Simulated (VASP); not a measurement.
Set up this calculation in VASP 6.6.1, as the native input.

* Task: single point
* Functional: PBE
* Dispersion: D3(BJ)
* Potentials or basis: VASP PAW PBE potentials, release 64 (Te, Mo_sv)
* Cutoff: 520 eV
* k mesh: 12 × 12 × 2
* Occupations: gaussian, width 0.05 eV
* Spin: no spin polarisation
* Dipole correction: no
* Further INCAR settings: ALGO = Normal; EDIFF = 1e-07; NBANDS = 35

The structure of Te2Mo lies in POSCAR:

```
Te2Mo
1.0
    3.4439551324      0.0000000000      0.0000000000
   -1.7219775662      2.9825526342      0.0000000000
    0.0000000000      0.0000000000     13.7008448353
Te Mo
4 2
Direct
    0.3333333333      0.6666666667      0.6173401526
    0.6666666667      0.3333333333      0.1173401526
    0.3333333333      0.6666666667      0.8826598474
    0.6666666667      0.3333333333      0.3826598474
    0.3333333333      0.6666666667      0.2500000000
    0.6666666667      0.3333333333      0.7500000000
```

This cell differs from its parent crystal: strain -0.0150 x Voigt [1, 1, 0, 0, 0, 0].

These files were run (other wordings do the same):

INCAR

```
ALGO = Normal ; EDIFF = 1E-7
ENCUT = 520 ; GGA = PE
ISIF = 2 ; ISMEAR = 0
IVDW = 12 ; LASPH = T
LCHARG = F ; LREAL = F
LWAVE = F ; NBANDS = 35
NELM = 80 ; PREC = Accurate
SIGMA = 0.05
```

KPOINTS

```
k-points
0
Gamma
  12 12 2
```

Potentials or basis: VASP PAW PBE potentials, release 64 (Te, Mo_sv).

Run with:

```sh
$ cat potpaw_PBE.64/Te/POTCAR potpaw_PBE.64/Mo_sv/POTCAR > POTCAR
$ mpirun -np 1 vasp_std > vasp.out
```

Results of the run:

```json
{
 "Pressure": "3.1 GPa",
 "Largest force": "0.292 eV/Å",
 "Band gap on the k mesh": "0.69 eV (least direct gap 0.98 eV)",
 "Dispersion energy per atom": "-0.571 eV"
}
```

Caveat: the cell differs from its parent crystal (strain -0.0150 x Voigt [1, 1, 0, 0, 0, 0]); the cell stands under pressure; spin-orbit coupling is left out, which moves the levels of the heavy elements.

It took 120 s on 1 thread of Intel(R) Xeon(R) 6975P-C (Granite Rapids) (shared host), peak memory 0.38 GiB.
